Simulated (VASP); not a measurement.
# Ba (Fd-3m) in VASP: notebook

Runs on Ba. Level: PBE. Tasks: relaxation of cell and atoms, single point.

Everything below comes from runs of VASP 6.6.1. Logs are shortened: lines on timing, memory, paths and dates and some standing lists are left out, and cuts for length are marked.

## Step 1: The cell of the first run

It takes space group Fd-3m (No. 227, cubic). The conventional cell has a = 8.772 Å, b = 8.772 Å, c = 8.772 Å, α = 90.00°, β = 90.00°, γ = 90.00°. Ba (site symmetry -43m) has 4 Ba at 3.80 Å within 5.0 Å.

This isn't the form of Ba at room conditions, which is bcc.

## Step 2: Relaxation of cell and atoms, PBE

File INCAR:

```
PREC = Accurate
ENCUT = 600
EDIFF = 1E-6
ISMEAR = -1
SIGMA = 0.1
LREAL = False
LASPH = True
NELM = 80
ALGO = Normal
ISIF = 3
LWAVE = False
LCHARG = False
GGA = PE
IBRION = 2
NSW = 80
EDIFFG = -0.01
```

File KPOINTS:

```
regular mesh
0
Gamma
  6 6 6
```

File POSCAR:

```
Ba
1.0
    0.0000000000      4.3860266073      4.3860266073
    4.3860266073      0.0000000000      4.3860266073
    4.3860266073      4.3860266073      0.0000000000
Ba
2
Direct
    0.1250000000      0.1250000000      0.1250000000
    0.8750000000      0.8750000000      0.8750000000
```

Potentials or basis: VASP PAW PBE potentials, release 64 (Ba_sv).

Launch:

```
$ cat potpaw_PBE.64/Ba_sv/POTCAR > POTCAR
$ mpirun -np 1 vasp_std > vasp.out
```

OUTCAR:

```text
PREC = Accurate
   ENCUT = 600
   EDIFF = 1E-6
   ISMEAR = -1
   LREAL = False
   LASPH = True
   NELM = 80
   ISIF = 3
   GGA = PE
   IBRION = 2
   NSW = 80
   EDIFFG = -0.01

 ion  position               nearest neighbor table
   1  0.125  0.125  0.125-   2 3.80   2 3.80   2 3.80   2 3.80
   2  0.875  0.875  0.875-   1 3.80   1 3.80   1 3.80   1 3.80

  LATTYP: Found a face centered cubic cell.
 ALAT       =     8.7720532146

  Lattice vectors:

 A1 = (   0.0000000000,   4.3860266073,   4.3860266073)
 A2 = (   4.3860266073,   0.0000000000,   4.3860266073)
 A3 = (   4.3860266073,   4.3860266073,   0.0000000000)

Analysis of symmetry for initial positions (statically):
=====================================================================
 Subroutine PRICEL returns:
 Original cell was already a primitive cell.

 Routine SETGRP: Setting up the symmetry group for a
 face centered cubic supercell.

 Subroutine GETGRP returns: Found 48 space group operations
 (whereof 12 operations were pure point group operations)
 out of a pool of 48 trial point group operations.

The static configuration has the point symmetry D_3d.
 The point group associated with its full space group is O_h .

Analysis of symmetry for dynamics (positions and initial velocities):
=====================================================================
 Subroutine PRICEL returns:
 Original cell was already a primitive cell.

 Routine SETGRP: Setting up the symmetry group for a
 face centered cubic supercell.

 Subroutine GETGRP returns: Found 48 space group operations
 (whereof 12 operations were pure point group operations)
 out of a pool of 48 trial point group operations.

The dynamic configuration has the point symmetry D_3d.
 The point group associated with its full space group is O_h .

 Subroutine INISYM returns: Found 48 space group operations
 (whereof 12 operations are pure point group operations),
 and found     1 'primitive' translations

----------------------------------------------------------------------------------------

                                     Primitive cell

  volume of cell :     168.7500

  direct lattice vectors                    reciprocal lattice vectors
     0.000000000  4.386026607  4.386026607    -0.113998396  0.113998396  0.113998396
     4.386026607  0.000000000  4.386026607     0.113998396 -0.113998396  0.113998396
     4.386026607  4.386026607  0.000000000     0.113998396  0.113998396 -0.113998396

  length of vectors
     6.202778313  6.202778313  6.202778313     0.197451015  0.197451015  0.197451015

  position of ions in fractional coordinates (direct lattice)
     0.125000000  0.125000000  0.125000000
     0.875000000  0.875000000  0.875000000

  ion indices of the primitive-cell ions
   primitive index   ion index
                 1           1
                 2           2

----------------------------------------------------------------------------------------

 KPOINTS: regular mesh

Automatic generation of k-mesh.
 Grid dimensions read from file:
 generate k-points for:    6    6    6

 Generating k-lattice:

  Cartesian coordinates                     Fractional coordinates (reciprocal lattice)
    -0.018999733  0.018999733  0.018999733     0.166666667  0.000000000  0.000000000
     0.018999733 -0.018999733  0.018999733     0.000000000  0.166666667  0.000000000
     0.018999733  0.018999733 -0.018999733     0.000000000  0.000000000  0.166666667

  Length of vectors
     0.032908502  0.032908502  0.032908502

  Shift w.r.t. Gamma in fractional coordinates (k-lattice)
     0.000000000  0.000000000  0.000000000

 Subroutine IBZKPT returns following result:
 ===========================================

 Found     16 irreducible k-points:

 Following reciprocal coordinates:
            Coordinates               Weight
  0.000000  0.000000  0.000000      1.000000
  0.166667  0.000000  0.000000      8.000000
  0.333333  0.000000  0.000000      8.000000
  0.500000  0.000000  0.000000      4.000000
  0.166667  0.166667  0.000000      6.000000
  0.333333  0.166667  0.000000     24.000000
[... 8 lines left out ...]
 -0.333333  0.333333  0.166667     24.000000
 -0.333333  0.500000  0.166667     12.000000
   k-points           NKPTS =     16   k-points in BZ     NKDIM =     16   number of bands    NBANDS=     14
   number of dos      NEDOS =    301   number of ions     NIONS =      2
   total plane-waves  NPLWV = 125000
   dimension x,y,z NGX =    50 NGY =   50 NGZ =   50
   dimension x,y,z NGXF=   100 NGYF=  100 NGZF=  100
   ions per type =               2
   NGX,Y,Z   is equivalent  to a cutoff of  13.40, 13.40, 13.40 a.u.
   NGXF,Y,Z  is equivalent  to a cutoff of  26.80, 26.80, 26.80 a.u.
 SYSTEM =  unknown system
   PREC   = accura    normal or accurate (medium, high low for compatibility)
   ISTART =      0    job   : 0-new  1-cont  2-samecut
   ICHARG =      2    charge: 1-file 2-atom 10-const
   ISPIN  =      1    spin polarized calculation?
   LNONCOLLINEAR =      F non collinear calculations
   LSORBIT =      F    spin-orbit coupling
   LASPH  =      T    aspherical Exc in radial PAW
   ENCUT  =  600.0 eV  44.10 Ry    6.64 a.u.  12.39 12.39 12.39*2*pi/ulx,y,z
   NELM   =     80;   NELMIN=  2; NELMDL= -5     # of ELM steps
   EDIFF  = 0.1E-05   stopping-criterion for ELM
   LREAL  =      F    real-space projection
   EDIFFG = -.1E-01   stopping-criterion for IOM
   NSW    =     80    number of steps for IOM
   IBRION =      2    ionic relax: 0-MD 1-quasi-New 2-CG
   NFREE  =      1    steps in history (QN), initial steepest desc. (CG)
   ISIF   =      3    stress and relaxation
   ISYM   =      2    0-nonsym 1-usesym 2-fastsym
   POTIM  = 0.5000    time-step for ionic-motion
   TEBEG  =    0.0;   TEEND  =   0.0 temperature during run
   PSTRESS=    0.0 pullay stress
   NELECT =      20.0000    total number of electrons
   NUPDOWN=      -1.0000    fix difference up-down
   EMIN   =  10.00;   EMAX   =-10.00  energy-range for DOS
   EFERMI =   0.00;   METHOD = LEGACY
   ISMEAR =    -1;   SIGMA  =   0.10  broadening in eV -4-tet -1-fermi 0-gaus
   EFERMI_NEDOS =   21; number of points for ismear=-14 and -15
   IALGO  =     38    algorithm
   IMIX   =      4    mixing-type and parameters
     AMIX     =   0.40;   BMIX     =  1.00
     AMIX_MAG =   1.60;   BMIX_MAG =  1.00
  volume/ion in A,a.u.               =      84.37       569.39
  Fermi-wavevector in a.u.,A,eV,Ry     =   0.804150  1.519623  8.798299  0.646657
  Thomas-Fermi vector in A             =   1.912152
   LORBIT       =      0    0 simple, 1 ext, 2 COOP (PROOUT), +10 PAW based schemes
   GGA     = PE    functional components
   LHFCALC =     F    Hartree Fock is set to
   AEXX    =    0.0000 exact exchange contribution
   IVDW    =     0    specifies the selected vdW correction
   LEPSILON=     F    determine dielectric tensor
   LRPA    =     F    only Hartree local field effects (RPA)
 conjugate gradient relaxation of ions
 non-spin polarized calculation
  energy-cutoff  :      600.00
  volume of cell :      168.75
 maximum number of plane-waves:      5677
 NGX is ok and might be reduce to    50
   NGX = 25   NGY = 25   NGZ = 25

--------------------------------------- Ionic step        1  -------------------------------------------

 number of electron      20.0000001 magnetization

 Free energy of the ion-electron system (eV)
  ---------------------------------------------------
  ext. energy  EPLUGINS =         0.00000000
  ---------------------------------------------------
  free energy    TOTEN  =        -1.82114322 eV

  energy without entropy =       -1.63852610  energy(sigma->0) =       -1.72983466

------------------------ aborting loop because EDIFF is reached ----------------------------------------

  FORCE on cell =-STRESS in cart. coord.  units (eV):
  Direction    XX          YY          ZZ          XY          YZ          ZX
  --------------------------------------------------------------------------------------
  -------------------------------------------------------------------------------------
  Total       -0.1199125     -0.1199125     -0.1199125     -0.0000000      0.0000000      0.0000000
  in kB       -1.1384951     -1.1384951     -1.1384951     -0.0000000      0.0000000      0.0000000
  external PRESSURE =      -1.1384951 kB  Pullay stress =       0.0000000 kB

 VOLUME and BASIS-vectors are now :
 -----------------------------------------------------------------------------
  energy-cutoff  :      600.00
  volume of cell :      168.75
      direct lattice vectors                 reciprocal lattice vectors
     0.000000000  4.386026607  4.386026607    -0.113998396  0.113998396  0.113998396
     4.386026607  0.000000000  4.386026607     0.113998396 -0.113998396  0.113998396
     4.386026607  4.386026607  0.000000000     0.113998396  0.113998396 -0.113998396

 POSITION                                       TOTAL-FORCE (eV/Angst)
 -----------------------------------------------------------------------------------
      1.09651      1.09651      1.09651        -0.000000     -0.000000     -0.000000
      7.67555      7.67555      7.67555         0.000000      0.000000      0.000000
 -----------------------------------------------------------------------------------
    total drift:                                0.000000      0.000000     -0.000000

  FREE ENERGIE OF THE ION-ELECTRON SYSTEM (eV)
  ---------------------------------------------------
  free  energy   TOTEN  =        -1.8211432209 eV
[... 233 lines left out ...]
 VOLUME and BASIS-vectors are now :
 -----------------------------------------------------------------------------
  energy-cutoff  :      600.00
  volume of cell :      119.12
      direct lattice vectors                 reciprocal lattice vectors
    -0.000000000  3.905287026  3.905287026    -0.128031563  0.128031563  0.128031563
     3.905287026  0.000000000  3.905287026     0.128031563 -0.128031563  0.128031563
     3.905287026  3.905287026  0.000000000     0.128031563  0.128031563 -0.128031563

 POSITION                                       TOTAL-FORCE (eV/Angst)
 -----------------------------------------------------------------------------------
      0.97632      0.97632      0.97632         0.000000     -0.000000     -0.000000
      6.83425      6.83425      6.83425        -0.000000      0.000000      0.000000
 -----------------------------------------------------------------------------------
    total drift:                                0.000000      0.000000     -0.000000

  FREE ENERGIE OF THE ION-ELECTRON SYSTEM (eV)
  ---------------------------------------------------
  free  energy   TOTEN  =        -1.8779151491 eV

  energy  without entropy=       -1.7846391478  energy(sigma->0) =       -1.83127715

--------------------------------------- Ionic step        9  -------------------------------------------

 number of electron      19.9999999 magnetization

 Free energy of the ion-electron system (eV)
  ---------------------------------------------------
  ext. energy  EPLUGINS =         0.00000000
  ---------------------------------------------------
  free energy    TOTEN  =        -1.87845212 eV

  energy without entropy =       -1.78113223  energy(sigma->0) =       -1.82979218

 E-fermi :   1.4876     XC(G=0):  -7.3956

 val. band max:        1.4471415776   @ k =  -0.3333   0.1667   0.0000
 cond. band min:       1.4926543290   @ k =  -0.3333   0.1667   0.0000
 fundamental gap:      0.0455127514
 Fermi energy:         1.4876389767

 k-point     1 :       0.0000    0.0000    0.0000
  band No.  band energies     occupation
      1     -27.9642      2.00000
      2     -27.4120      2.00000
      3     -13.4682      2.00000
      4     -13.4682      2.00000
      5     -13.4682      2.00000
      6     -12.4586      2.00000
      7     -12.4586      2.00000
      8     -12.4586      2.00000
      9      -0.6621      2.00000
     10       1.6606      0.30131
     11       1.6606      0.30131
     12       2.6368      0.00002
     13       2.6368      0.00002
     14       2.6368      0.00002

 k-point     2 :       0.1667    0.0000    0.0000
  band No.  band energies     occupation
      1     -27.9383      2.00000
      2     -27.4407      2.00000
      3     -13.5027      2.00000
      4     -13.5027      2.00000
      5     -13.4715      2.00000
      6     -12.4524      2.00000
      7     -12.4172      2.00000
      8     -12.4172      2.00000
      9      -0.3563      2.00000
     10       1.5433      0.72878
     11       1.5433      0.72878
     12       2.5754      0.00004
     13       2.9153      0.00000
     14       2.9153      0.00000
[... 249 lines left out ...]
 VOLUME and BASIS-vectors are now :
 -----------------------------------------------------------------------------
  energy-cutoff  :      600.00
  volume of cell :      121.67
      direct lattice vectors                 reciprocal lattice vectors
    -0.000000000  3.932930277  3.932930277    -0.127131671  0.127131671  0.127131671
     3.932930277  0.000000000  3.932930277     0.127131671 -0.127131671  0.127131671
     3.932930277  3.932930277  0.000000000     0.127131671  0.127131671 -0.127131671

 POSITION                                       TOTAL-FORCE (eV/Angst)
 -----------------------------------------------------------------------------------
      0.98323      0.98323      0.98323         0.000000     -0.000000      0.000000
      6.88263      6.88263      6.88263        -0.000000      0.000000     -0.000000
 -----------------------------------------------------------------------------------
    total drift:                                0.000000      0.000000     -0.000000

  FREE ENERGIE OF THE ION-ELECTRON SYSTEM (eV)
  ---------------------------------------------------
  free  energy   TOTEN  =        -1.8784521211 eV

  energy  without entropy=       -1.7811322309  energy(sigma->0) =       -1.82979218

 reached required accuracy - stopping structural energy minimisation
```

Run time: 13 min. Hardware: 1 thread of Intel Xeon 8259CL, shared host; peak memory 0.35 GiB.

What came out:

```
Free energy                           : -1.8785 eV
Relaxed volume                        : 60.83 Å³/atom
Relaxed cell                          : a = 5.562 Å, b = 5.562 Å, c = 5.562 Å, α = 60.00°, β = 60.00°, γ = 60.00°
Space group after relaxing (to 0.1 Å) : Fd-3m (No. 227)
Energy gained by relaxing             : 28.7 meV/atom
Ionic steps                           : 9
Pressure after relaxing               : 0.0 GPa
Band gap on the k mesh                : zero (bands 10 and 11 overlap by 0.17 eV)
```

The path:
```csv
step,energy change (eV),largest force (eV/Å),pressure (GPa),volume (Å³)
1,0.0000,0.0000,-0.11,168.75
2,-0.0010,0.0000,-0.11,167.29
3,-0.0039,0.0000,-0.10,162.96
4,-0.0102,0.0000,-0.14,154.53
5,-0.0337,0.0000,-0.31,138.54
6,-0.0332,0.0000,0.82,109.96
7,-0.0512,0.0000,-0.23,128.78
8,-0.0568,0.0000,0.09,119.12
9,-0.0573,0.0000,-0.02,121.67
```

Final structure:
```
CELL_PARAMETERS angstrom
0.00000 3.93293 3.93293
3.93293 0.00000 3.93293
3.93293 3.93293 0.00000
ATOMIC_POSITIONS crystal
Ba 0.12500 0.12500 0.12500
Ba 0.87500 0.87500 0.87500
```

Caveat: the volume moved by over 15 % at a fixed basis, so the end points are rough; spin-orbit coupling is left out, which moves the levels of the heavy elements.

## Step 3: Single point, PBE

This run uses another cell than the first one, of 57.39 Å³/atom.

File INCAR:

```
PREC = Accurate
ENCUT = 520
EDIFF = 1E-6
ISMEAR = -1
SIGMA = 0.1
LREAL = False
LASPH = True
NELM = 80
ALGO = Normal
ISIF = 2
LWAVE = False
LCHARG = True
GGA = PE
LELF = True
LVHAR = True
NBANDS = 17
```

File KPOINTS:

```
Automatic mesh
0
Gamma
  12 12 12
```

File POSCAR:

```
Ba
1.0
    0.0000000000      3.8572767515      3.8572767515
    3.8572767515      0.0000000000      3.8572767515
    3.8572767515      3.8572767515      0.0000000000
Ba
2
Direct
    0.1250000000      0.1250000000      0.1250000000
    0.8750000000      0.8750000000      0.8750000000
```

Potentials or basis: VASP PAW PBE potentials, release 64 (Ba_sv).

Launch:

```
$ cat potpaw_PBE.64/Ba_sv/POTCAR > POTCAR
$ mpirun -np 1 vasp_std > vasp.out
```

It took 4 min on 1 thread of Intel Xeon 8259CL, shared host; peak memory 0.29 GiB.

Results (log left out):

```
Free energy            : -1.8772 eV
Pressure               : 0.3 GPa
Band gap on the k mesh : zero (bands 10 and 11 overlap by 0.15 eV)
```

Levels at points of the mesh, in eV from the Fermi level:
```csv
k point,band 6,band 7,band 8,band 9,band 10,band 11,band 12,band 13,band 14,band 15
"(0.00, 0.00, 0.00)",-13.82,-13.82,-13.82,-2.13,0.16,0.16,1.25,1.25,1.25,2.83
"(0.50, 0.00, 0.00)",-13.76,-13.64,-13.64,-0.27,-0.20,0.23,0.23,0.98,0.98,1.92
"(0.50, 0.50, 0.00)",-14.40,-13.45,-13.45,-0.71,-0.71,1.02,1.02,1.59,1.59,2.24
```

Caveat: spin-orbit coupling is left out, which moves the levels of the heavy elements.

The gap in the log of VASP goes by the Fermi energy; the results here count the filled bands.